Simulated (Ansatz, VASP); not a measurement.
Ti: VASP beside Ansatz

INCAR

```
SYSTEM = Ti
  PREC = Accurate
  ENCUT = 520
  EDIFF = 1E-7
  ISMEAR = -1
  SIGMA = 0.08
  LREAL = .FALSE.
  LASPH = .TRUE.
  NELM = 100
  ALGO = Normal
  ISIF = 2
  LWAVE = .FALSE.
  LCHARG = .FALSE.
  GGA = PS
  NBANDS = 19
```

File KPOINTS:

```
Automatic mesh
0
G
  13 13 7
  0 0 0
```

File POSCAR:

```
Ti
1.0
    2.9499978604     -0.0442499679     -0.0442499679
   -1.5133205265      2.5768980722     -0.0161966124
   -0.0702900000     -0.0702900000      4.6860000000
Ti
2
Direct
    0.3333333333      0.6666666667      0.2500000000
    0.6666666667      0.3333333333      0.7500000000
```

Input for Ansatz:

```yaml
crystal:
  lattice:
    - [2.9499978604, -0.0442499679, -0.0442499679]
    - [-1.5133205265, 2.5768980722, -0.0161966124]
    - [-0.07029, -0.07029, 4.686]
  atoms:
    - { symbol: Ti, position: [0.3333333333, 0.6666666667, 0.25] }
    - { symbol: Ti, position: [0.6666666667, 0.3333333333, 0.75] }
kpoints:
  mp_grid: { grid: [13, 13, 7] }
  band_path:
    path:
      - [0.0, 0.0, 0.0]
      - [0.0, 0.0, 0.5]
      - [-0.5, 0.5, 0.0]
      - [0.0, 0.0, 0.0]
      - [0.0, -0.5, 0.0]
      - [-0.5, 0.0, 0.5]
      - [0.0, 0.0, 0.0]
      - [-0.5, 0.0, 0.0]
      - [0.0, -0.5, 0.5]
    npoints: 5
scf:
  occupations: { method: fermi_dirac, width: 0.08 }
hamiltonian:
  xc: pbesol
  pseudopotentials: { kind: all_electron, lapw: { basis_error: 0.0005 } }
output:
  forces: true
  stress: true
  eigenvalues: true
```

Change from the starting cell: equal xy, yz and zx shear strains of -3 %.

Alike in both runs: task single point; functional PBEsol; k mesh 13 × 13 × 7; occupations fermi-dirac, width 0.08 eV; no spin polarisation.

|  | VASP | Ansatz |
| --- | --- | --- |
| version | VASP 6.6.1 | Ansatz 0.2.0 |
| potentials or method | VASP PAW PBE potentials, release 64 (Ti_sv), cutoff 520 eV | all-electron LAPW, scalar-relativistic |

Ansatz gave:

* pressure (GPa): -5.7
* traceless stress, the component that is largest in VASP (GPa): 1.86
* rms of the force components (eV/Å): 0.046

Problem. Estimate VASP's values.

Solution. Pressure (GPa): -5.9; traceless stress, the component that is largest in VASP (GPa): 1.84; rms of the force components (eV/Å): 0.046.

VASP's potentials were made for PBE, not for PBEsol. Atom by atom the forces differ by 0.001 eV/Å (rms over components). Ansatz ran all-electron here, and VASP with PAW potentials.
